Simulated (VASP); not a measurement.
# PtSe2 (P-3m1) in VASP: a series of runs

The runs below take PtSe2 through single point, with PBE.

Everything below comes from runs of VASP 6.6.1. Logs are shortened: lines on timing, memory, paths and dates and some standing lists are left out, and cuts for length are marked.

## (1) The cell of the first run

The structure is trigonal, space group P-3m1 (No. 164). The conventional cell has a = 3.780 Å, b = 3.780 Å, c = 4.986 Å, α = 90.00°, β = 90.00°, γ = 120.00°. Within 3.3 Å of Pt (site symmetry -3m) lie 6 Se at 2.51 Å. Se (site symmetry 3m) has 3 Pt at 2.51 Å within 3.3 Å.

## (2) Single point, PBE (strain +0.015 along x and y, -0.015 along z)

Input file INCAR:

```
  ALGO = Normal
  EDIFF = 1E-6
  ENCUT = 520
  GGA = PE
  ISIF = 2
  ISMEAR = 0
  LASPH = True
  LCHARG = False
  LREAL = False
  LWAVE = False
  NBANDS = 18
  NELM = 60
  PREC = Accurate
  SIGMA = 0.15
```

Input file KPOINTS:

```
k-points
0
Gamma
  12 12 10
```

Input file POSCAR:

```
PtSe2
1.0
    3.7798606137      0.0000000000      0.0000000000
   -1.8899303068      3.2734553142      0.0000000000
    0.0000000000      0.0000000000      4.9860700000
Pt Se
1 2
Direct
    0.0000000000      0.0000000000      0.0000000000
    0.3333333333      0.6666666667      0.2500000000
    0.6666666667      0.3333333333      0.7500000000
```

Potentials or basis: VASP PAW PBE potentials, release 64 (Pt, Se).

Run with:

```console
cat potpaw_PBE.64/Pt/POTCAR potpaw_PBE.64/Se/POTCAR > POTCAR
mpirun -np 1 vasp_std > vasp.out
```

OUTCAR:

```text
EDIFF = 1E-6
   ENCUT = 520
   GGA = PE
   ISIF = 2
   ISMEAR = 0
   LASPH = True
   LREAL = False
   NELM = 60
   PREC = Accurate

 ion  position               nearest neighbor table
   1  0.000  0.000  0.000-   2 2.51   3 2.51   2 2.51   3 2.51   3 2.51   2 2.51
   2  0.333  0.667  0.250-   1 2.51   1 2.51   1 2.51
   3  0.667  0.333  0.750-   1 2.51   1 2.51   1 2.51

  LATTYP: Found a hexagonal cell.
 ALAT       =     3.7798606137
 C/A-ratio  =     1.3191147795

  Lattice vectors:

 A1 = (   3.7798606137,   0.0000000000,   0.0000000000)
 A2 = (  -1.8899303068,   3.2734553142,   0.0000000000)
 A3 = (   0.0000000000,   0.0000000000,   4.9860700000)

Analysis of symmetry for initial positions (statically):
=====================================================================
 Subroutine PRICEL returns:
 Original cell was already a primitive cell.

 Routine SETGRP: Setting up the symmetry group for a
 hexagonal supercell.

 Subroutine GETGRP returns: Found 12 space group operations
 (whereof 12 operations were pure point group operations)
 out of a pool of 24 trial point group operations.

The static configuration has the point symmetry D_3d.

Analysis of symmetry for dynamics (positions and initial velocities):
=====================================================================
 Subroutine PRICEL returns:
 Original cell was already a primitive cell.

 Routine SETGRP: Setting up the symmetry group for a
 hexagonal supercell.

 Subroutine GETGRP returns: Found 12 space group operations
 (whereof 12 operations were pure point group operations)
 out of a pool of 24 trial point group operations.

The dynamic configuration has the point symmetry D_3d.

 Subroutine INISYM returns: Found 12 space group operations
 (whereof 12 operations are pure point group operations),
 and found     1 'primitive' translations

----------------------------------------------------------------------------------------

                                     Primitive cell

  volume of cell :      61.6937

  direct lattice vectors                    reciprocal lattice vectors
     3.779860614  0.000000000  0.000000000     0.264560020  0.152743799  0.000000000
    -1.889930307  3.273455314  0.000000000     0.000000000  0.305487598  0.000000000
     0.000000000  0.000000000  4.986070000     0.000000000  0.000000000  0.200558757

  length of vectors
     3.779860614  3.779860614  4.986070000     0.305487598  0.305487598  0.200558757

  position of ions in fractional coordinates (direct lattice)
     0.000000000  0.000000000  0.000000000
     0.333333333  0.666666667  0.250000000
     0.666666667  0.333333333  0.750000000

  ion indices of the primitive-cell ions
   primitive index   ion index
                 1           1
                 2           2
                 3           3

----------------------------------------------------------------------------------------

 KPOINTS: k-points

Automatic generation of k-mesh.
 Grid dimensions read from file:
 generate k-points for:   12   12   10

 Generating k-lattice:

  Cartesian coordinates                     Fractional coordinates (reciprocal lattice)
     0.022046668  0.012728650  0.000000000     0.083333333  0.000000000  0.000000000
     0.000000000  0.025457300  0.000000000     0.000000000  0.083333333  0.000000000
     0.000000000  0.000000000  0.020055876     0.000000000  0.000000000  0.100000000

  Length of vectors
     0.025457300  0.025457300  0.020055876

  Shift w.r.t. Gamma in fractional coordinates (k-lattice)
     0.000000000  0.000000000  0.000000000

 Subroutine IBZKPT returns following result:
 ===========================================

 Found    162 irreducible k-points:

 Following reciprocal coordinates:
            Coordinates               Weight
  0.000000  0.000000  0.000000      1.000000
  0.083333  0.000000  0.000000      6.000000
  0.166667  0.000000  0.000000      6.000000
  0.250000 -0.000000  0.000000      6.000000
  0.333333 -0.000000  0.000000      6.000000
  0.416667  0.000000  0.000000      6.000000
[... 16 lines left out ...]
  0.166667  0.000000  0.100000      6.000000
  0.000000  0.166667  0.100000      6.000000
 [... further k-points ...]
   k-points           NKPTS =    162   k-points in BZ     NKDIM =    162   number of bands    NBANDS=     18
   number of dos      NEDOS =    301   number of ions     NIONS =      3
   total plane-waves  NPLWV =  31360
   dimension x,y,z NGX =    28 NGY =   28 NGZ =   40
   dimension x,y,z NGXF=    56 NGYF=   56 NGZF=   80
   ions per type =               1   2
   NGX,Y,Z   is equivalent  to a cutoff of  12.31, 12.31, 13.34 a.u.
   NGXF,Y,Z  is equivalent  to a cutoff of  24.63, 24.63, 26.67 a.u.
 SYSTEM =  unknown system
   PREC   = accura    normal or accurate (medium, high low for compatibility)
   ISTART =      0    job   : 0-new  1-cont  2-samecut
   ICHARG =      2    charge: 1-file 2-atom 10-const
   ISPIN  =      1    spin polarized calculation?
[... 97 lines left out ...]
  band No.  band energies     occupation
      1      -8.6308      2.00000
      2      -6.7203      2.00000
      3       0.0052      2.00000
      4       0.3222      2.00000
      5       0.4972      2.00000
      6       1.2419      2.00000
[... 10 lines left out ...]
     17      14.5567      0.00000
     18      14.6147      0.00000

 k-point     5 :       0.3333   -0.0000    0.0000
  band No.  band energies     occupation
      1      -8.2223      2.00000
      2      -6.9101      2.00000
      3      -0.0807      2.00000
      4       0.5124      2.00000
      5       0.7521      2.00000
      6       1.1342      2.00000
[... 10 lines left out ...]
     17      14.1315      0.00000
     18      14.9486      0.00000

 k-point     6 :       0.4167    0.0000    0.0000
  band No.  band energies     occupation
      1      -7.8049      2.00000
      2      -7.1328      2.00000
      3      -0.6062      2.00000
      4       0.6282      2.00000
      5       1.0198      2.00000
      6       1.7670      2.00000
[... 10 lines left out ...]
     17      13.7637      0.00000
     18      16.2328      0.00000

 k-point     7 :       0.5000   -0.0000    0.0000
  band No.  band energies     occupation
      1      -7.5017      2.00000
      2      -7.3554      2.00000
      3      -0.8301      2.00000
      4       0.6618      2.00000
      5       1.1654      2.00000
      6       2.2598      2.00000
[... 10 lines left out ...]
     17      13.6315      0.00000
     18      17.4175      0.00000

 k-point     8 :       0.0833    0.0833    0.0000
  band No.  band energies     occupation
      1      -9.0363      2.00000
      2      -6.5269      2.00000
      3      -0.4013      2.00000
      4       0.0824      2.00000
      5       0.1209      2.00000
      6       2.1737      2.00000
[... 10 lines left out ...]
     17      14.2711      0.00000
     18      15.6971      0.00000
[... 229 lines left out ...]
     17      14.9559      0.00000
     18      16.6162      0.00000

 k-point    20 :       0.0000    0.0000    0.1000
  band No.  band energies     occupation
      1      -9.2178      2.00000
      2      -6.5112      2.00000
      3      -0.5207      2.00000
      4      -0.0622      2.00000
      5      -0.0622      2.00000
      6       2.4150      2.00000
[... 10 lines left out ...]
     17      13.4651      0.00000
     18      17.7873      0.00000

 k-point    21 :       0.0833    0.0000    0.1000
  band No.  band energies     occupation
      1      -9.1432      2.00000
      2      -6.5455      2.00000
      3      -0.4650      2.00000
      4       0.0003      2.00000
      5       0.0153      2.00000
      6       2.3266      2.00000
[... 10 lines left out ...]
     17      13.5004      0.00000
     18      16.3100      0.00000

 k-point    22 :       0.0000    0.0833    0.1000
  band No.  band energies     occupation
      1      -9.1439      2.00000
      2      -6.5429      2.00000
      3      -0.4844      2.00000
      4      -0.0244      2.00000
      5       0.0527      2.00000
      6       2.2973      2.00000
[... 10 lines left out ...]
     17      13.9242      0.00000
     18      16.2964      0.00000

 k-point    23 :       0.1667    0.0000    0.1000
  band No.  band energies     occupation
      1      -8.9257      2.00000
      2      -6.6460      2.00000
      3      -0.2555      2.00000
      4       0.1538      2.00000
      5       0.2191      2.00000
      6       1.9887      2.00000
[... 10 lines left out ...]
     17      13.9227      0.00000
     18      15.1098      0.00000

 k-point    24 :       0.0000    0.1667    0.1000
  band No.  band energies     occupation
      1      -8.9313      2.00000
      2      -6.6274      2.00000
      3      -0.3853      2.00000
      4       0.1020      2.00000
      5       0.3570      2.00000
      6       1.8530      2.00000
[... 10 lines left out ...]
     17      14.7390      0.00000
     18      15.0490      0.00000

 [... further k-points ...]

------------------------ aborting loop because EDIFF is reached ----------------------------------------

  FORCE on cell =-STRESS in cart. coord.  units (eV):
  Direction    XX          YY          ZZ          XY          YZ          ZX
  --------------------------------------------------------------------------------------
  -------------------------------------------------------------------------------------
  Total        1.5918474      1.5918474      1.7636441      0.0000000      0.0000000      0.0000000
  in kB       41.3400919     41.3400919     45.8016322      0.0000000      0.0000000      0.0000000
  external PRESSURE =      42.8272720 kB  Pullay stress =       0.0000000 kB

 VOLUME and BASIS-vectors are now :
 -----------------------------------------------------------------------------
  energy-cutoff  :      520.00
  volume of cell :       61.69
      direct lattice vectors                 reciprocal lattice vectors
     3.779860614  0.000000000  0.000000000     0.264560020  0.152743799  0.000000000
    -1.889930307  3.273455314  0.000000000     0.000000000  0.305487598  0.000000000
     0.000000000  0.000000000  4.986070000     0.000000000  0.000000000  0.200558757

 POSITION                                       TOTAL-FORCE (eV/Angst)
 -----------------------------------------------------------------------------------
      0.00000      0.00000      0.00000        -0.000000      0.000000      0.000000
     -0.00000      2.18230      1.24652        -0.000000     -0.000000      0.437442
      1.88993      1.09115      3.73955         0.000000      0.000000     -0.437442
 -----------------------------------------------------------------------------------
    total drift:                               -0.000000     -0.000000     -0.000000

  FREE ENERGIE OF THE ION-ELECTRON SYSTEM (eV)
  ---------------------------------------------------
  free  energy   TOTEN  =       -14.2276024671 eV

  energy  without entropy=      -14.2199790373  energy(sigma->0) =      -14.22379075
```

Run time: 51 s. Hardware: 1 thread of Intel Xeon 6975P-C (Granite Rapids), shared host; peak memory 0.31 GiB.

Results:

```
Free energy            : -14.2276 eV
Pressure               : 4.3 GPa
Largest force          : 0.437 eV/Å
Band gap on the k mesh : zero (band 11 reaches 6.80 eV, above the bottom of band 12 at 6.30 eV)
```

Forces in eV/Å, atoms in the order of the input:
```
Pt   0.000  0.000  0.000
Se   0.000  0.000  0.437
Se   0.000  0.000 -0.437
```

Stress tensor (GPa, compression positive):
```
4.13 0.00 0.00
0.00 4.13 0.00
0.00 0.00 4.58
```

Levels at points of the mesh, in eV from the Fermi level:
| k point | band 7 | band 8 | band 9 | band 10 | band 11 | band 12 | band 13 | band 14 | band 15 | band 16 |
| --- | --- | --- | --- | --- | --- | --- | --- | --- | --- | --- |
| (0.00, 0.00, 0.00) | -3.91 | -2.45 | -1.11 | -1.11 | 0.47 | 1.36 | 1.36 | 3.53 | 4.01 | 7.18 |
| (0.50, 0.00, 0.00) | -3.61 | -3.58 | -3.47 | -3.39 | -2.92 | 0.62 | 2.33 | 4.69 | 5.92 | 7.19 |
| (0.00, 0.00, 0.50) | -3.95 | -2.84 | -1.70 | -1.57 | -1.57 | 2.24 | 2.24 | 4.84 | 6.15 | 6.58 |
| (0.50, 0.00, 0.50) | -3.48 | -3.44 | -3.16 | -2.88 | -1.25 | 0.93 | 1.38 | 4.65 | 4.87 | 7.48 |

Caveat: the cell differs from its parent crystal (strain +0.015 along x and y, -0.015 along z); spin-orbit coupling is left out, which moves the levels of the heavy elements.

## (3) Single point, PBE (strain +0.000 along x and y, +0.030 along z)

Input file INCAR:

```
PREC     = Accurate       # precision mode
ENCUT    = 520            # plane-wave cutoff, eV
EDIFF    = 1E-6           # SCF threshold, eV
ISMEAR   = 0              # smearing method
SIGMA    = 0.15           # smearing width, eV
LREAL    = False          # projectors in reciprocal space
LASPH    = True           # aspherical terms in the spheres
NELM     = 100            # most SCF steps
ALGO     = Normal         # electronic algorithm
ISIF     = 2              # what is computed and relaxed
LWAVE    = False          # write WAVECAR
LCHARG   = True           # write CHGCAR
GGA      = PE             # functional
LELF     = True           # ELF
LVHAR    = True         
NBANDS   = 18             # bands
```

Input file KPOINTS:

```
regular mesh
0
Gamma
  12 12 10
```

Input file POSCAR:

```
PtSe2
1.0
    3.7240006046      0.0000000000      0.0000000000
   -1.8620003023      3.2250791273      0.0000000000
    0.0000000000      0.0000000000      5.2138600000
Pt Se
1 2
Direct
    0.0000000000      0.0000000000      0.0000000000
    0.3333333333      0.6666666667      0.2500000000
    0.6666666667      0.3333333333      0.7500000000
```

Potentials or basis: VASP PAW PBE potentials, release 64 (Pt, Se).

Run with:

```console
cat potpaw_PBE.64/Pt/POTCAR potpaw_PBE.64/Se/POTCAR > POTCAR
mpirun -np 1 vasp_std > vasp.out
```

Run time: 58 s. Hardware: 1 thread of Intel Xeon 6975P-C (Granite Rapids), shared host; peak memory 0.31 GiB.

It converged, with:

| Item | Value |
| --- | --- |
| Free energy | -14.2383 eV |
| Pressure | 4.1 GPa |
| Largest force | 0.152 eV/Å |
| Band gap on the k mesh | zero (band 11 reaches 6.45 eV, above the bottom of band 12 at 6.15 eV) |

Forces in eV/Å, atoms in the order of the input:
```
Pt   0.000  0.000  0.000
Se   0.000  0.000  0.152
Se   0.000  0.000 -0.152
```

Stress tensor (GPa, compression positive):
```
4.86 0.00 0.00
0.00 4.86 0.00
0.00 0.00 2.63
```

Levels at points of the mesh, in eV from the Fermi level:
```csv
k point,band 9,band 10,band 11,band 12,band 13,band 14
"(0.00, 0.00, 0.00)",-0.97,-0.97,0.31,1.49,1.49,3.81
"(0.50, 0.00, 0.00)",-3.29,-3.29,-2.91,0.69,2.23,4.73
"(0.00, 0.00, 0.50)",-1.76,-1.36,-1.36,2.22,2.22,4.82
"(0.50, 0.00, 0.50)",-3.09,-2.67,-1.44,1.02,1.53,4.33
```

Caveat: the cell differs from its parent crystal (strain +0.000 along x and y, +0.030 along z); spin-orbit coupling is left out, which moves the levels of the heavy elements.

## (4) Single point, PBE (strain +0.030 along x and y, -0.030 along z)

Input file INCAR:

```
SYSTEM = PtSe2
PREC = Accurate ; ENCUT = 520
EDIFF = 1E-6 ; ISMEAR = 0
SIGMA = 0.15 ; LREAL = .False.
LASPH = .True. ; NELM = 100
ALGO = Normal ; ISIF = 2
LWAVE = .False. ; LCHARG = .False.
GGA = PE ; NBANDS = 18
```

Input file KPOINTS:

```
regular mesh
0
Gamma
  12 12 10
  0 0 0
```

Input file POSCAR:

```
PtSe2
1.0
    3.8357206227      0.0000000000      0.0000000000
   -1.9178603114      3.3218315011      0.0000000000
    0.0000000000      0.0000000000      4.9101400000
Pt Se
1 2
Direct
    0.0000000000      0.0000000000      0.0000000000
    0.3333333333      0.6666666667      0.2500000000
    0.6666666667      0.3333333333      0.7500000000
```

Run with:

```console
cat potpaw_PBE.64/Pt/POTCAR potpaw_PBE.64/Se/POTCAR > POTCAR
mpirun -np 1 vasp_std > vasp.out
```

Run time: 71 s. Hardware: 1 thread of Intel Xeon 6975P-C (Granite Rapids), shared host; peak memory 0.32 GiB.

The run converged. Its results:

| Property | Result |
| --- | --- |
| Free energy | -14.2308 eV |
| Pressure | 1.6 GPa |
| Largest force | 0.315 eV/Å |
| Band gap on the k mesh | zero (band 11 reaches 6.65 eV, above the bottom of band 12 at 6.05 eV) |

Forces in eV/Å, atoms in the order of the input:
```
Pt   0.000  0.000  0.000
Se   0.000  0.000  0.315
Se   0.000  0.000 -0.315
```

Stress tensor (GPa, compression positive):
```
0.64 0.00 0.00
0.00 0.64 0.00
0.00 0.00 3.45
```

Levels at points of the mesh, in eV from the Fermi level:
```
           k point  band 8  band 9  band 10  band 11  band 12  band 13  band 14  band 15
(0.00, 0.00, 0.00)   -2.30   -1.12    -1.12     0.54     1.28     1.28     3.48     3.83
(0.50, 0.00, 0.00)   -3.40   -3.38    -3.33    -2.83     0.59     2.33     4.62     6.04
(0.00, 0.00, 0.50)   -2.72   -1.66    -1.61    -1.61     2.19     2.19     4.91     5.98
(0.50, 0.00, 0.50)   -3.32   -3.04    -2.87    -1.12     0.89     1.26     4.73     4.97
```

Caveat: the cell differs from its parent crystal (strain +0.030 along x and y, -0.030 along z); spin-orbit coupling is left out, which moves the levels of the heavy elements.

## (5) The runs side by side

| cell | gap on the mesh (eV) | pressure (GPa) | largest force (eV/Å) |
| --- | --- | --- | --- |
| a = 3.780, b = 3.780, c = 4.986 Å, angles 90.0, 90.0, 120.0°, 3 atoms | none | 4.3 | 0.44 |
| a = 3.724, b = 3.724, c = 5.214 Å, angles 90.0, 90.0, 120.0°, 3 atoms | none | 4.1 | 0.15 |
| a = 3.836, b = 3.836, c = 4.910 Å, angles 90.0, 90.0, 120.0°, 3 atoms | none | 1.6 | 0.32 |

Alike in all rows: task single point; level PBE; potentials or basis VASP PAW PBE potentials, release 64 (Pt, Se); no spin polarisation; k mesh 12 × 12 × 10; cutoff (eV) 520; smearing gaussian 0.15 eV.

Caveats: spin-orbit coupling is left out, which moves the levels of the heavy elements.

Absolute energies hang on the potentials; compare differences alone.
